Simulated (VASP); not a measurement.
# H11C7O: relaxation of the atoms with PBE+D3(BJ)

H11C7O:

```
CELL_PARAMETERS angstrom
8.90938 0.00000 0.00000
0.00000 8.90938 0.00000
0.00000 0.00000 8.90938
ATOMIC_POSITIONS crystal
C 0.93400 0.32693 0.57588
C 0.82447 0.40861 0.47523
C 0.51119 0.41341 0.72812
C 0.59303 0.54409 0.79902
C 0.51993 0.76112 0.50086
C 0.48532 0.84601 0.60200
C 0.84709 0.84057 0.82539
C 0.92659 0.88530 0.72385
C 0.09347 0.01655 0.30610
C 0.07207 0.98676 0.17461
C 0.01651 0.59021 0.21103
C 0.01545 0.52595 0.09060
C 0.27862 0.27318 0.20073
C 0.30610 0.17326 0.11188
O 0.74940 0.29767 0.38746
O 0.48186 0.64113 0.86126
H 0.67872 0.34920 0.32238
H 0.74407 0.47288 0.54326
H 0.88461 0.48865 0.40311
H 0.99548 0.40629 0.64646
H 0.87394 0.24819 0.64806
H 0.01432 0.26394 0.50809
H 0.53349 0.72550 0.90710
H 0.67013 0.50356 0.88641
H 0.66052 0.60301 0.71419
H 0.59071 0.33446 0.67810
H 0.44498 0.35449 0.81275
H 0.43539 0.45382 0.64073
H 0.45499 0.92041 0.69065
H 0.55027 0.68673 0.41221
H 0.99628 0.92451 0.63485
H 0.77741 0.80136 0.91439
H 0.05331 0.96066 0.05937
H 0.11223 0.04266 0.42133
H 0.01452 0.46963 0.98505
H 0.01743 0.64653 0.31658
H 0.33018 0.08569 0.03401
H 0.25454 0.36075 0.27861
```

```
Program                : VASP 6.6.1
Task                   : relaxation of the atoms
Functional             : PBE
Dispersion             : D3(BJ)
Potentials or basis    : VASP PAW PBE potentials, release 64 (C, O, H)
Cutoff                 : 520 eV
k mesh                 : 1 × 1 × 1
Occupations            : fermi-dirac, width 0.05 eV
Spin                   : no spin polarisation
Dipole correction      : no
Further INCAR settings : LREAL = Auto; ALGO = Normal; EDIFF = 1e-06; IBRION = 2; EDIFFG = -0.3; NSW = 35
```

```json
{
  "Energy gained by relaxing": "7.8 meV/atom",
  "Ionic steps": "17",
  "Pressure after relaxing": "0.1 GPa",
  "Largest force after relaxing": "0.286 eV/Å",
  "Band gap on the k mesh": "4.70 eV",
  "Dispersion energy per atom": "-0.031 eV"
}
```

Forces in eV/Å, atoms in the order of the input:
```
C    0.125 -0.118  0.124
C   -0.092 -0.113 -0.102
C   -0.144 -0.177 -0.076
C   -0.104  0.123  0.120
C   -0.015  0.014 -0.044
C   -0.002  0.014 -0.043
C    0.012 -0.024  0.101
C    0.036  0.028 -0.058
C    0.080  0.084  0.141
C   -0.016 -0.035 -0.200
C    0.021  0.163  0.147
C    0.024 -0.089 -0.218
C   -0.061  0.101  0.099
C    0.026 -0.121 -0.043
O   -0.005  0.003  0.099
O   -0.072 -0.107  0.071
H    0.031 -0.011  0.005
H   -0.065  0.046  0.038
H    0.023  0.024 -0.073
H   -0.038  0.068 -0.003
H   -0.034  0.002 -0.006
H    0.006 -0.009 -0.046
H    0.048  0.003  0.001
H    0.115 -0.110  0.099
H    0.039  0.074 -0.054
H    0.062 -0.005  0.034
H   -0.051 -0.015  0.081
H   -0.037  0.069  0.007
H   -0.004 -0.006 -0.110
H   -0.025  0.084 -0.010
H   -0.065 -0.022  0.043
H    0.108  0.030  0.002
H   -0.202 -0.180  0.093
H   -0.094 -0.162  0.033
H   -0.022  0.014  0.068
H    0.042  0.092 -0.158
H    0.194  0.150 -0.033
H    0.157  0.117 -0.128
```

Stress tensor (GPa, compression positive):
```
 0.08  0.15 -0.17
 0.15  0.17 -0.19
-0.17 -0.19  0.02
```

Step by step:
```csv
step,energy change (eV),largest force (eV/Å),pressure (GPa)
1,0.0000,1.3759,0.16
2,3.3735,17.1654,4.13
3,-0.0356,0.6726,0.43
4,-0.1047,0.6001,0.28
5,-0.1132,1.0082,0.21
6,-0.1507,0.7284,0.09
7,-0.1872,0.7020,-0.16
8,-0.2079,0.7984,0.06
9,-0.2087,0.5782,0.02
10,-0.2343,0.4458,0.01
11,-0.2404,0.6189,0.01
12,-0.2568,0.3454,-0.06
13,-0.2624,0.6848,-0.13
14,-0.2719,0.4258,-0.07
15,-0.2748,0.5086,0.00
16,-0.2812,0.3799,0.02
17,-0.2953,0.2860,0.09
```

Final structure:
```cif
data_structure
_symmetry_space_group_name_H-M 'P 1'
_symmetry_Int_Tables_number 1
_cell_length_a 8.9094
_cell_length_b 8.9094
_cell_length_c 8.9094
_cell_angle_alpha 90.000
_cell_angle_beta 90.000
_cell_angle_gamma 90.000
_cell_volume 707.20
loop_
_atom_site_label
_atom_site_type_symbol
_atom_site_fract_x
_atom_site_fract_y
_atom_site_fract_z
_atom_site_occupancy
C1 C 0.93342 0.32700 0.57684 1
C2 C 0.82349 0.40776 0.47613 1
C3 C 0.51043 0.41252 0.72953 1
C4 C 0.59257 0.54200 0.80136 1
C5 C 0.51898 0.76416 0.49706 1
C6 C 0.48393 0.84829 0.59736 1
C7 C 0.84873 0.84180 0.82655 1
C8 C 0.92724 0.88595 0.72534 1
C9 C 0.08207 0.00148 0.31024 1
C10 C 0.05900 0.97385 0.17984 1
C11 C 0.01762 0.59441 0.20740 1
C12 C 0.01398 0.52764 0.08964 1
C13 C 0.29270 0.28364 0.19503 1
C14 C 0.32098 0.18516 0.10656 1
O1 O 0.74598 0.29671 0.38821 1
O2 O 0.48229 0.63933 0.86902 1
H1 H 0.67765 0.34682 0.31937 1
H2 H 0.74392 0.47367 0.54359 1
H3 H 0.88354 0.48588 0.40234 1
H4 H 0.99601 0.40640 0.64748 1
H5 H 0.87595 0.24640 0.65048 1
H6 H 0.01531 0.26470 0.50902 1
H7 H 0.53288 0.72727 0.90871 1
H8 H 0.67103 0.50176 0.88784 1
H9 H 0.65761 0.60418 0.71692 1
H10 H 0.58838 0.33221 0.67809 1
H11 H 0.44293 0.35240 0.81309 1
H12 H 0.43495 0.45264 0.64074 1
H13 H 0.45471 0.92111 0.68841 1
H14 H 0.55056 0.68764 0.40991 1
H15 H 0.99507 0.92391 0.63354 1
H16 H 0.78154 0.80102 0.91751 1
H17 H 0.04792 0.95773 0.06102 1
H18 H 0.11388 0.04134 0.41895 1
H19 H 0.01551 0.46814 0.98509 1
H20 H 0.02193 0.65433 0.31161 1
H21 H 0.33404 0.08872 0.03603 1
H22 H 0.25389 0.36373 0.27589 1
```

Levels at points of the mesh, in eV from the valence-band top:
| k point | band 43 | band 44 | band 45 | band 46 | band 47 | band 48 |
| --- | --- | --- | --- | --- | --- | --- |
| (0.00, 0.00, 0.00) | -0.44 | -0.21 | 0.00 | 4.70 | 4.97 | 5.03 |

Wall time 20 min on 1 thread of Intel Xeon 6975P-C, on a shared host, peak memory 0.76 GiB.

Caveat: the k points lie up to 0.71 Å⁻¹ apart; the relaxation stopped at a loose force limit of 0.3 eV/Å, so its end isn't a converged minimum.
